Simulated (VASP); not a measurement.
# Re (Fd-3m) in VASP: further runs, part 2 of 2

VASP 6.6.1. Earlier steps stand in the parts before.

### Step 3. Relaxation of cell and atoms, LDA, target pressure -4.8 GPa, at which the enthalpy is minimised

This run uses another cell than the first one, of 22.05 Å³/atom.

INCAR

```
SYSTEM = Re
PREC = Accurate ; ENCUT = 600
EDIFF = 1E-7 ; ISMEAR = -1
SIGMA = 0.1 ; LREAL = .FALSE.
LASPH = .TRUE. ; NELM = 60
ALGO = Normal ; ISIF = 3
LWAVE = .FALSE. ; LCHARG = .FALSE.
GGA = CA ; IBRION = 2
NSW = 32 ; EDIFFG = -0.005
PSTRESS = -48.0
```

KPOINTS

```
Automatic mesh
0
G
  13 13 13
  0 0 0
```

POSCAR

```
Re
1.0
    0.0000000000      2.8041754770      2.8041754770
    2.8041754770      0.0000000000      2.8041754770
    2.8041754770      2.8041754770      0.0000000000
Re
2
Direct
   -0.1250000000     -0.1250000000     -0.1250000000
    0.1250000000      0.1250000000      0.1250000000
```

Potentials or basis: VASP PAW LDA potentials, release 64 (Re).

Started as:

```bash
$ cat potpaw_LDA.64/Re/POTCAR > POTCAR
$ mpirun -np 1 vasp_std > vasp.out
```

OUTCAR:

```text
SYSTEM = Re
   PREC = Accurate
   ENCUT = 600
   EDIFF = 1E-7
   ISMEAR = -1
   LREAL = .FALSE.
   LASPH = .TRUE.
   NELM = 60
   ISIF = 3
   GGA = CA
   IBRION = 2
   NSW = 32
   EDIFFG = -0.005
   PSTRESS = -48.0

 ion  position               nearest neighbor table
   1  0.875  0.875  0.875-   2 2.43   2 2.43   2 2.43   2 2.43
   2  0.125  0.125  0.125-   1 2.43   1 2.43   1 2.43   1 2.43

  LATTYP: Found a face centered cubic cell.
 ALAT       =     5.6083509540

  Lattice vectors:

 A1 = (   0.0000000000,   2.8041754770,   2.8041754770)
 A2 = (   2.8041754770,   0.0000000000,   2.8041754770)
 A3 = (   2.8041754770,   2.8041754770,   0.0000000000)

Analysis of symmetry for initial positions (statically):
=====================================================================
 Subroutine PRICEL returns:
 Original cell was already a primitive cell.

 Routine SETGRP: Setting up the symmetry group for a
 face centered cubic supercell.

 Subroutine GETGRP returns: Found 48 space group operations
 (whereof 12 operations were pure point group operations)
 out of a pool of 48 trial point group operations.

The static configuration has the point symmetry D_3d.
 The point group associated with its full space group is O_h .

Analysis of symmetry for dynamics (positions and initial velocities):
=====================================================================
 Subroutine PRICEL returns:
 Original cell was already a primitive cell.

 Routine SETGRP: Setting up the symmetry group for a
 face centered cubic supercell.

 Subroutine GETGRP returns: Found 48 space group operations
 (whereof 12 operations were pure point group operations)
 out of a pool of 48 trial point group operations.

The dynamic configuration has the point symmetry D_3d.
 The point group associated with its full space group is O_h .

 Subroutine INISYM returns: Found 48 space group operations
 (whereof 12 operations are pure point group operations),
 and found     1 'primitive' translations

[... 122 lines left out ...]
   IVDW    =     0    specifies the selected vdW correction
   LEPSILON=     F    determine dielectric tensor
   LRPA    =     F    only Hartree local field effects (RPA)
 conjugate gradient relaxation of ions
 non-spin polarized calculation
  energy-cutoff  :      600.00
  volume of cell :       44.10
 maximum number of plane-waves:      1486
   NGX = 15   NGY = 15   NGZ = 15

--------------------------------------- Ionic step        1  -------------------------------------------

 number of electron      14.0000001 magnetization

 Free energy of the ion-electron system (eV)
  ---------------------------------------------------
  ext. energy  EPLUGINS =         0.00000000
  ---------------------------------------------------
  free energy    TOTEN  =       -24.04960908 eV

  energy without entropy =      -24.00372622  energy(sigma->0) =      -24.02666765

------------------------ aborting loop because EDIFF is reached ----------------------------------------

  FORCE on cell =-STRESS in cart. coord.  units (eV):
  Direction    XX          YY          ZZ          XY          YZ          ZX
  --------------------------------------------------------------------------------------
  -------------------------------------------------------------------------------------
  Total       -1.6554412     -1.6554412     -1.6554412     -0.0000000      0.0000000      0.0000000
  in kB      -60.1421267    -60.1421267    -60.1421267     -0.0000000      0.0000000      0.0000000
  external PRESSURE =     -12.1421267 kB  Pullay stress =     -48.0000000 kB
[... 25 lines left out ...]
--------------------------------------- Ionic step        2  -------------------------------------------

 number of electron      13.9999999 magnetization

 E-fermi :   3.7082     XC(G=0): -11.4119

 val. band max:        3.6967048591   @ k =  -0.2308   0.2308   0.0000
 cond. band min:       3.7417687124   @ k =  -0.3846   0.2308   0.0769
 fundamental gap:      0.0450638533
 Fermi energy:         3.7081650515

 k-point     1 :       0.0000    0.0000    0.0000
  band No.  band energies     occupation
      1      -3.3038      2.00000
      2       0.4943      2.00000
      3       0.4943      2.00000
      4       1.3862      2.00000
      5       1.3862      2.00000
      6       1.3862      2.00000
      7       4.3622      0.00288
      8       4.3622      0.00288
      9       4.3622      0.00288
     10       8.0504      0.00000
     11       8.0504      0.00000
[... 359 lines left out ...]
--------------------------------------- Ionic step        3  -------------------------------------------

 number of electron      14.0000000 magnetization

 Free energy of the ion-electron system (eV)
  ---------------------------------------------------
  ext. energy  EPLUGINS =         0.00000000
  ---------------------------------------------------
  free energy    TOTEN  =       -24.05975443 eV

  energy without entropy =      -24.01412435  energy(sigma->0) =      -24.03693939

 E-fermi :   3.5490     XC(G=0): -11.3276

 val. band max:        3.5453473071   @ k =  -0.2308   0.2308   0.0000
 cond. band min:       3.5721430049   @ k =  -0.3846   0.2308   0.0769
 fundamental gap:      0.0267956977
 Fermi energy:         3.5490490686

 k-point     1 :       0.0000    0.0000    0.0000
  band No.  band energies     occupation
      1      -3.3771      2.00000
      2       0.4179      2.00000
      3       0.4179      2.00000
      4       1.2633      2.00000
      5       1.2633      2.00000
      6       1.2633      2.00000
      7       4.1906      0.00327
      8       4.1906      0.00327
      9       4.1906      0.00327
     10       7.7844      0.00000
     11       7.7844      0.00000
[... 355 lines left out ...]
  energy  without entropy=      -24.0141243467  energy(sigma->0) =      -24.03693939

  enthalpy is  TOTEN    =       -25.3719775549 eV   P V=       -1.3122231214

 reached required accuracy - stopping structural energy minimisation
```

OSZICAR:

```text
N       E                     dE             d eps       ncg     rms          rms(c)
DAV:   1     0.110106513146E+03    0.11011E+03   -0.59752E+03  1915   0.134E+03
DAV:   2    -0.134528760616E+02   -0.12356E+03   -0.11556E+03  3029   0.551E+02
DAV:   3    -0.242085430275E+02   -0.10756E+02   -0.89717E+01  3160   0.150E+02
[... 24 lines left out ...]
DAV:   4    -0.240597415075E+02   -0.61037E-04   -0.12892E-04  2696   0.118E-01    0.545E-02
DAV:   5    -0.240597516124E+02   -0.10105E-04   -0.22663E-05  3466   0.777E-02    0.312E-02
DAV:   6    -0.240597545514E+02   -0.29391E-05   -0.75184E-06  3527   0.609E-02    0.171E-03
DAV:   7    -0.240597544370E+02    0.11439E-06   -0.12241E-07  1521   0.993E-03    0.285E-03
DAV:   8    -0.240597544335E+02    0.35658E-08   -0.22386E-07  1725   0.461E-03
   3 F= -.25371978E+02 E0= -.25349163E+02  d E =-.114521E-02
```

CONTCAR:

```text
Re
   1.00000000000000
     0.0000000000000000    2.7977936385812461    2.7977936385812461
     2.7977936385812461    0.0000000000000000    2.7977936385812461
     2.7977936385812461    2.7977936385812461    0.0000000000000000
  Re
     2
Direct
     0.8750000000000000    0.8750000000000000    0.8750000000000000
     0.1250000000000000    0.1250000000000000    0.1250000000000000

  0.00000000E+00  0.00000000E+00  0.00000000E+00
  0.00000000E+00  0.00000000E+00  0.00000000E+00
```

Run time: 2.3 min. Hardware: 1 thread of Oxide Virtual Turin-like, shared host; peak memory 0.16 GiB.

Results:

- Free energy: -24.0598 eV
- Relaxed volume: 21.90 Å³/atom
- Relaxed cell: a = 3.957 Å, b = 3.957 Å, c = 3.957 Å, α = 60.00°, β = 60.00°, γ = 60.00°
- Space group after relaxing (to 0.1 Å): Fd-3m (No. 227)
- Energy change on relaxing (the run minimises the enthalpy): -5.1 meV/atom
- Ionic steps: 3
- Pressure after relaxing: -4.8 GPa
- Band gap on the k mesh: zero (bands 7 and 8 overlap by 1.13 eV)

The path:
| step | energy change (eV) | largest force (eV/Å) | pressure (GPa) | volume (Å³) |
| --- | --- | --- | --- | --- |
| 1 | 0.0000 | 0.0000 | -6.01 | 44.10 |
| 2 | -0.0254 | 0.0000 | -1.60 | 43.04 |
| 3 | -0.0101 | 0.0000 | -4.80 | 43.80 |

Final structure:
```cif
data_structure
_symmetry_space_group_name_H-M 'P 1'
_symmetry_Int_Tables_number 1
_cell_length_a 3.9567
_cell_length_b 3.9567
_cell_length_c 3.9567
_cell_angle_alpha 60.000
_cell_angle_beta 60.000
_cell_angle_gamma 60.000
_cell_volume 43.80
loop_
_atom_site_label
_atom_site_type_symbol
_atom_site_fract_x
_atom_site_fract_y
_atom_site_fract_z
_atom_site_occupancy
Re1 Re 0.87500 0.87500 0.87500 1
Re2 Re 0.12500 0.12500 0.12500 1
```

Levels at points of the mesh, in eV from the Fermi level:
| k point | band 4 | band 5 | band 6 | band 7 | band 8 | band 9 | band 10 | band 11 |
| --- | --- | --- | --- | --- | --- | --- | --- | --- |
| (0.00, 0.00, 0.00) | -2.29 | -2.29 | -2.29 | 0.64 | 0.64 | 0.64 | 4.24 | 4.24 |

Caveat: the cell is relaxed towards a set pressure, so the run minimises the enthalpy, not the energy; spin-orbit coupling is left out, which moves the levels of the heavy elements.

The gap in the log of VASP goes by the Fermi energy; the results here count the filled bands.